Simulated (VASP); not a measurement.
# TiSi2 (C2) in VASP: single point with PBEsol

Aim: the single point of TiSi2 with PBEsol.

All numbers are computed with VASP 6.6.1; they aren't measurements. Logs are shortened: lines on timing, memory, paths and dates and some standing lists are left out, and cuts for length are marked.

## (1) The cell of the first run

Symmetry: C2, No. 5, monoclinic system. The conventional cell has a = 4.779 Å, b = 8.526 Å, c = 4.761 Å, α = 90.00°, β = 120.13°, γ = 90.00°. Ti (site symmetry 2) has 10 Si at 2.46 to 2.78 Å and 4 Ti at 3.13 to 3.26 Å within 3.3 Å. Ti (site symmetry 2) has 10 Si at 2.55 to 2.78 Å and 4 Ti at 3.13 to 3.26 Å within 3.4 Å. Within 3.3 Å of Si (site symmetry 1) lie 9 Si at 2.52 to 3.20 Å and 5 Ti at 2.55 to 2.78 Å. Within 3.3 Å of Si (site symmetry 1) lie 5 Ti at 2.46 to 2.78 Å and 9 Si at 2.52 to 3.20 Å.

## (2) Single point, PBEsol

The input, INCAR:

```
SYSTEM = TiSi2
PREC = Accurate ; ENCUT = 520
EDIFF = 1E-6 ; ISMEAR = -1
SIGMA = 0.02 ; LREAL = .FALSE.
LASPH = .TRUE. ; NELM = 100
ALGO = Normal ; ISIF = 2
LWAVE = .FALSE. ; LCHARG = .TRUE.
GGA = PS ; LELF = .TRUE.
LVHAR = .TRUE. ; NBANDS = 29
```

The input, KPOINTS:

```
regular mesh
0
G
  9 9 9
  0 0 0
```

The input, POSCAR:

```
TiSi2
1.0
    0.0000000000      4.1175163063      4.2628978354
    2.3895119538      0.0000000000      4.2628978354
    2.3895119538      4.1175163063      0.0000000000
Ti Si
2 4
Direct
    0.7617291106      0.7617291106      0.7382708894
    0.5000000000      0.5000000000      0.5000000000
    0.4125656100      0.0874343900      0.4125656100
    0.0874343900      0.4125656100      0.0874343900
    0.1625656100      0.8374343900      0.1625656100
    0.8374343900      0.1625656100      0.8374343900
```

Potentials or basis: VASP PAW PBE potentials, release 64 (Ti_sv, Si).

On the command line:

```sh
$ cat potpaw_PBE.64/Ti_sv/POTCAR potpaw_PBE.64/Si/POTCAR > POTCAR
$ mpirun -np 1 vasp_std > vasp.out
```

OUTCAR:

```text
SYSTEM = TiSi2
   PREC = Accurate
   ENCUT = 520
   EDIFF = 1E-6
   ISMEAR = -1
   LREAL = .FALSE.
   LASPH = .TRUE.
   NELM = 100
   ISIF = 2
   GGA = PS

 ion  position               nearest neighbor table
   1  0.762  0.762  0.738-   5 2.46   6 2.46   6 2.63   5 2.63   3 2.74   3 2.74   4 2.74   4 2.74
                             3 2.78   4 2.78
   2  0.500  0.500  0.500-   4 2.55   3 2.55   4 2.55   3 2.55   5 2.74   5 2.74   6 2.74   6 2.74
                             5 2.78   6 2.78
   3  0.413  0.087  0.413-   6 2.52   6 2.52   2 2.55   2 2.55   4 2.68   1 2.74   1 2.74   1 2.78
                             4 2.79   4 2.79
   4  0.087  0.413  0.087-   5 2.52   5 2.52   2 2.55   2 2.55   3 2.68   1 2.74   1 2.74   1 2.78
                             3 2.79   3 2.79
   5  0.163  0.837  0.163-   1 2.46   4 2.52   4 2.52   1 2.63   6 2.68   2 2.74   2 2.74   2 2.78
                             6 2.79   6 2.79
   6  0.837  0.163  0.837-   1 2.46   3 2.52   3 2.52   1 2.63   5 2.68   2 2.74   2 2.74   2 2.78
                             5 2.79   5 2.79

  LATTYP: Found a face centered orthorhombic cell.
 ALAT       =     4.7790239076
 B/A-ratio  =     1.7231620456
 C/A-ratio  =     1.7840035613

  Lattice vectors:

 A1 = (   0.0000000000,   4.1175163063,   4.2628978354)
 A2 = (   2.3895119538,   0.0000000000,   4.2628978354)
 A3 = (   2.3895119538,   4.1175163063,   0.0000000000)

Analysis of symmetry for initial positions (statically):
=====================================================================
 Subroutine PRICEL returns:
 Original cell was already a primitive cell.

 Routine SETGRP: Setting up the symmetry group for a
 face centered orthorhombic supercell.

 Subroutine GETGRP returns: Found  2 space group operations
 (whereof  2 operations were pure point group operations)
 out of a pool of  8 trial point group operations.

The static configuration has the point symmetry C_2 .

Analysis of symmetry for dynamics (positions and initial velocities):
=====================================================================
 Subroutine PRICEL returns:
 Original cell was already a primitive cell.

 Routine SETGRP: Setting up the symmetry group for a
 face centered orthorhombic supercell.

 Subroutine GETGRP returns: Found  2 space group operations
 (whereof  2 operations were pure point group operations)
 out of a pool of  8 trial point group operations.

The dynamic configuration has the point symmetry C_2 .

 Subroutine INISYM returns: Found  2 space group operations
 (whereof  2 operations are pure point group operations),
 and found     1 'primitive' translations

----------------------------------------------------------------------------------------

                                     Primitive cell

  volume of cell :      83.8841

  direct lattice vectors                    reciprocal lattice vectors
     0.000000000  4.117516306  4.262897835    -0.209247750  0.121432427  0.117291106
     2.389511954  0.000000000  4.262897835     0.209247750 -0.121432427  0.117291106
     2.389511954  4.117516306  0.000000000     0.209247750  0.121432427 -0.117291106

  length of vectors
     5.926739280  4.886928006  4.760641544     0.268863643  0.268863643  0.268863643

  position of ions in fractional coordinates (direct lattice)
     0.761729111  0.761729111  0.738270889
     0.500000000  0.500000000  0.500000000
     0.412565610  0.087434390  0.412565610
     0.087434390  0.412565610  0.087434390
     0.162565610  0.837434390  0.162565610
     0.837434390  0.162565610  0.837434390

  ion indices of the primitive-cell ions
   primitive index   ion index
                 1           1
                 2           2
                 3           3
                 4           4
                 5           5
                 6           6

----------------------------------------------------------------------------------------

 KPOINTS: regular mesh

Automatic generation of k-mesh.
 Grid dimensions read from file:
 generate k-points for:    9    9    9

 Generating k-lattice:

  Cartesian coordinates                     Fractional coordinates (reciprocal lattice)
    -0.023249750  0.013492492  0.013032345     0.111111111  0.000000000  0.000000000
     0.023249750 -0.013492492  0.013032345    -0.000000000  0.111111111 -0.000000000
     0.023249750  0.013492492 -0.013032345     0.000000000 -0.000000000  0.111111111

  Length of vectors
     0.029873738  0.029873738  0.029873738

  Shift w.r.t. Gamma in fractional coordinates (k-lattice)
     0.000000000  0.000000000  0.000000000

 Subroutine IBZKPT returns following result:
 ===========================================

 Found    205 irreducible k-points:

 Following reciprocal coordinates:
            Coordinates               Weight
  0.000000  0.000000  0.000000      1.000000
  0.111111  0.000000  0.000000      4.000000
 -0.111111 -0.111111 -0.111111      4.000000
  0.222222  0.000000  0.000000      4.000000
 -0.222222 -0.222222 -0.222222      4.000000
  0.333333  0.000000  0.000000      4.000000
[... 16 lines left out ...]
 -0.111111  0.111111  0.000000      2.000000
  0.111111  0.111111  0.222222      2.000000
 [... further k-points ...]
   k-points           NKPTS =    205   k-points in BZ     NKDIM =    205   number of bands    NBANDS=     29
   number of dos      NEDOS =    301   number of ions     NIONS =      6
   total plane-waves  NPLWV =  62208
   dimension x,y,z NGX =    48 NGY =   36 NGZ =   36
   dimension x,y,z NGXF=    96 NGYF=   72 NGZF=   72
   ions per type =               2   4
   NGX,Y,Z   is equivalent  to a cutoff of  13.46, 12.25, 12.57 a.u.
   NGXF,Y,Z  is equivalent  to a cutoff of  26.93, 24.49, 25.14 a.u.
 SYSTEM =  TiSi2
   PREC   = accura    normal or accurate (medium, high low for compatibility)
   ISTART =      0    job   : 0-new  1-cont  2-samecut
   ICHARG =      2    charge: 1-file 2-atom 10-const
   ISPIN  =      1    spin polarized calculation?
   LNONCOLLINEAR =      F non collinear calculations
   LSORBIT =      F    spin-orbit coupling
   LASPH  =      T    aspherical Exc in radial PAW
   ENCUT  =  520.0 eV  38.22 Ry    6.18 a.u.  11.02  9.09  8.85*2*pi/ulx,y,z
   NELM   =    100;   NELMIN=  2; NELMDL= -5     # of ELM steps
   EDIFF  = 0.1E-05   stopping-criterion for ELM
   LREAL  =      F    real-space projection
[... 7 lines left out ...]
   TEBEG  =    0.0;   TEEND  =   0.0 temperature during run
   PSTRESS=    0.0 pullay stress
   NELECT =      40.0000    total number of electrons
   NUPDOWN=      -1.0000    fix difference up-down
   EMIN   =  10.00;   EMAX   =-10.00  energy-range for DOS
   EFERMI =   0.00;   METHOD = LEGACY
   ISMEAR =    -1;   SIGMA  =   0.02  broadening in eV -4-tet -1-fermi 0-gaus
   EFERMI_NEDOS =   21; number of points for ismear=-14 and -15
   IALGO  =     38    algorithm
   IMIX   =      4    mixing-type and parameters
     AMIX     =   0.40;   BMIX     =  1.00
     AMIX_MAG =   1.60;   BMIX_MAG =  1.00
  volume/ion in A,a.u.               =      13.98        94.35
  Fermi-wavevector in a.u.,A,eV,Ry     =   1.278994  2.416947 22.256742  1.635824
  Thomas-Fermi vector in A             =   2.411504
   LORBIT       =      0    0 simple, 1 ext, 2 COOP (PROOUT), +10 PAW based schemes
   GGA     = PS    functional components
   LHFCALC =     F    Hartree Fock is set to
   AEXX    =    0.0000 exact exchange contribution
   IVDW    =     0    specifies the selected vdW correction
   LEPSILON=     F    determine dielectric tensor
   LRPA    =     F    only Hartree local field effects (RPA)
 non-spin polarized calculation
  energy-cutoff  :      520.00
  volume of cell :       83.88
 maximum number of plane-waves:      2278
 NGX is ok and might be reduce to    48
   NGX = 23   NGY = 19   NGZ = 17

 number of electron      40.0000002 magnetization

 Free energy of the ion-electron system (eV)
  ---------------------------------------------------
  ext. energy  EPLUGINS =         0.00000000
  ---------------------------------------------------
  free energy    TOTEN  =       -43.59716519 eV

  energy without entropy =      -43.59390880  energy(sigma->0) =      -43.59553699

 E-fermi :  10.0937     XC(G=0): -11.8213

 val. band max:       10.0804308421   @ k =   0.3333  -0.4444  -0.3333
 cond. band min:      10.0938384466   @ k =   0.1111   0.2222   0.3333
 fundamental gap:      0.0134076044
 Fermi energy:        10.0937224015

 k-point     1 :       0.0000    0.0000    0.0000
  band No.  band energies     occupation
      1     -45.9120      2.00000
      2     -45.8801      2.00000
      3     -22.3968      2.00000
      4     -22.3945      2.00000
      5     -22.3082      2.00000
      6     -22.3012      2.00000
[... 21 lines left out ...]
     28      13.8589      0.00000
     29      13.8682      0.00000

 k-point     2 :       0.1111    0.0000    0.0000
  band No.  band energies     occupation
      1     -45.9112      2.00000
      2     -45.8808      2.00000
      3     -22.3977      2.00000
      4     -22.3932      2.00000
      5     -22.3123      2.00000
      6     -22.2999      2.00000
[... 21 lines left out ...]
     28      13.8212      0.00000
     29      14.0295      0.00000

 k-point     3 :      -0.1111   -0.1111   -0.1111
  band No.  band energies     occupation
      1     -45.9114      2.00000
      2     -45.8806      2.00000
      3     -22.3970      2.00000
      4     -22.3929      2.00000
      5     -22.3123      2.00000
      6     -22.3003      2.00000
[... 21 lines left out ...]
     28      13.8591      0.00000
     29      13.9507      0.00000

 k-point     4 :       0.2222    0.0000    0.0000
  band No.  band energies     occupation
      1     -45.9091      2.00000
      2     -45.8828      2.00000
      3     -22.4017      2.00000
      4     -22.3880      2.00000
      5     -22.3217      2.00000
      6     -22.2982      2.00000
[... 597 lines left out ...]
     28      14.1191      0.00000
     29      14.4164      0.00000

 k-point    23 :      -0.1111    0.1111    0.0000
  band No.  band energies     occupation
      1     -45.9098      2.00000
      2     -45.8822      2.00000
      3     -22.3995      2.00000
      4     -22.3943      2.00000
      5     -22.3147      2.00000
      6     -22.3007      2.00000
[... 21 lines left out ...]
     28      13.9215      0.00000
     29      14.1005      0.00000

 k-point    24 :       0.1111    0.1111    0.2222
  band No.  band energies     occupation
      1     -45.9106      2.00000
      2     -45.8813      2.00000
      3     -22.3969      2.00000
      4     -22.3935      2.00000
      5     -22.3123      2.00000
      6     -22.3053      2.00000
[... 21 lines left out ...]
     28      13.9463      0.00000
     29      14.1793      0.00000

 [... further k-points ...]

------------------------ aborting loop because EDIFF is reached ----------------------------------------

  FORCE on cell =-STRESS in cart. coord.  units (eV):
  Direction    XX          YY          ZZ          XY          YZ          ZX
  --------------------------------------------------------------------------------------
  -------------------------------------------------------------------------------------
  Total       -0.7806003     -1.4059155     -0.0842332      0.4974891      0.0000000      0.0000000
  in kB      -14.9093880    -26.8528482     -1.6088457      9.5019922      0.0000000      0.0000000
  external PRESSURE =     -14.4570273 kB  Pullay stress =       0.0000000 kB

 VOLUME and BASIS-vectors are now :
 -----------------------------------------------------------------------------
  energy-cutoff  :      520.00
  volume of cell :       83.88
      direct lattice vectors                 reciprocal lattice vectors
     0.000000000  4.117516306  4.262897835    -0.209247750  0.121432427  0.117291106
     2.389511954  0.000000000  4.262897835     0.209247750 -0.121432427  0.117291106
     2.389511954  4.117516306  0.000000000     0.209247750  0.121432427 -0.117291106

 POSITION                                       TOTAL-FORCE (eV/Angst)
 -----------------------------------------------------------------------------------
      3.58427      6.17627      6.49435         0.000000      0.000000     -1.474429
      2.38951      4.11752      4.26290         0.000000      0.000000      0.123981
      1.19476      3.39749      2.13145        -0.005630      0.055829      0.085687
      1.19476      0.72003      2.13145         0.005630     -0.055829      0.085687
      2.38951      1.33873      4.26290        -0.328018      0.021677      0.589537
      2.38951      6.89630      4.26290         0.328018     -0.021677      0.589537
 -----------------------------------------------------------------------------------
    total drift:                               -0.000000      0.000019     -0.000082

  FREE ENERGIE OF THE ION-ELECTRON SYSTEM (eV)
  ---------------------------------------------------
  free  energy   TOTEN  =       -43.5971651905 eV

  energy  without entropy=      -43.5939087970  energy(sigma->0) =      -43.59553699
```

It used 1400 s of CPU time on 1 thread of AMD EPYC 7R13 Processor (Zen 3) (shared host).

What came out:

| Quantity | Value |
| --- | --- |
| Free energy | -43.5972 eV |
| Pressure | -1.4 GPa |
| Largest force | 1.474 eV/Å |
| Band gap on the k mesh | zero (band 20 reaches 10.73 eV, above the bottom of band 21 at 8.93 eV) |

Forces on the atoms (eV/Å):
```
Ti   0.000  0.000 -1.474
Ti   0.000  0.000  0.124
Si  -0.006  0.056  0.086
Si   0.006 -0.056  0.086
Si  -0.328  0.022  0.590
Si   0.328 -0.022  0.590
```

Levels at points of the mesh, in eV from the Fermi level:
```csv
k point,band 18,band 19,band 20,band 21,band 22,band 23
"(0.00, 0.00, 0.00)",-2.04,-1.76,-1.35,-0.93,2.08,3.10
```

Caveat: the PAW data sets were made with another functional, which shifts forces and pressure a little.
